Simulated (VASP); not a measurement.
Write the native input for VASP 6.6.1 that does the following.

```
Task                   : single point
Functional             : PBE
Potentials or basis    : VASP PAW PBE potentials, release 64 (Sm_3, F), 4f in core
Cutoff                 : 600 eV
k mesh                 : 4 × 4 × 6
Occupations            : gaussian, width 0.1 eV
Spin                   : no spin polarisation
Dipole correction      : no
Mended                 : yes
Further INCAR settings : ALGO = Normal; EDIFF = 1e-06; NBANDS = 32
```

The structure of Sm3F2 lies in POSCAR:

```
Sm3F2
1.0
    5.2811535654      0.0000000000      0.0000000000
    0.0000000000      5.2811535654      0.0000000000
    0.0000000000      0.0000000000      4.8677236112
Sm F
3 2
Direct
    0.5000000000      0.0000000000      0.5000000000
    0.0000000000      0.5000000000      0.5000000000
    0.5000000000      0.5000000000      0.5000000000
    0.0000000000      0.0000000000      0.2644683938
    0.0000000000      0.0000000000      0.7355316062
```

The cell was built from a structure type or drawn by symmetry, and may not be a known phase.

One way to write it, as run:

INCAR

```
ALGO     = Normal         # electronic algorithm
EDIFF    = 1E-6           # SCF threshold, eV
ENCUT    = 600            # plane-wave cutoff, eV
GGA      = PE             # functional
GGA_COMPAT= False        
ISIF     = 2              # what is computed and relaxed
ISMEAR   = 0              # smearing method
LASPH    = True           # aspherical terms in the spheres
LCHARG   = False          # write CHGCAR
LMAXMIX  = 6              # l up to which the mixer works
LREAL    = False          # projectors in reciprocal space
LWAVE    = False          # write WAVECAR
NBANDS   = 32             # bands
NELM     = 200            # most SCF steps
PREC     = Accurate       # precision mode
SIGMA    = 0.1            # smearing width, eV
```

KPOINTS

```
k-points
0
Gamma
  4 4 6
```

Potentials or basis: VASP PAW PBE potentials, release 64 (Sm_3, F), 4f in core.

The run is started by

```bash
$ cat potpaw_PBE.64/Sm_3/POTCAR potpaw_PBE.64/F/POTCAR > POTCAR
$ mpirun -np 1 vasp_std > vasp.out
```

It gave:

```yaml
Pressure: 0.7 GPa
Band_gap_on_the_k_mesh: zero (an odd number of electrons rules out a gap without spin polarisation)
```

Caveat: spin-orbit coupling is left out, which moves the levels of the heavy elements; the 4f electrons are frozen in the core, so they carry no moment and show no levels; an odd number of electrons without spin polarisation forces a metal; a magnetic or distorted state may lie lower; the run has no spin polarisation, though such a crystal can be magnetic.

Run time: 62 s on 1 thread of Intel(R) Xeon(R) 6975P-C (Granite Rapids) (shared host), peak memory 0.31 GiB.
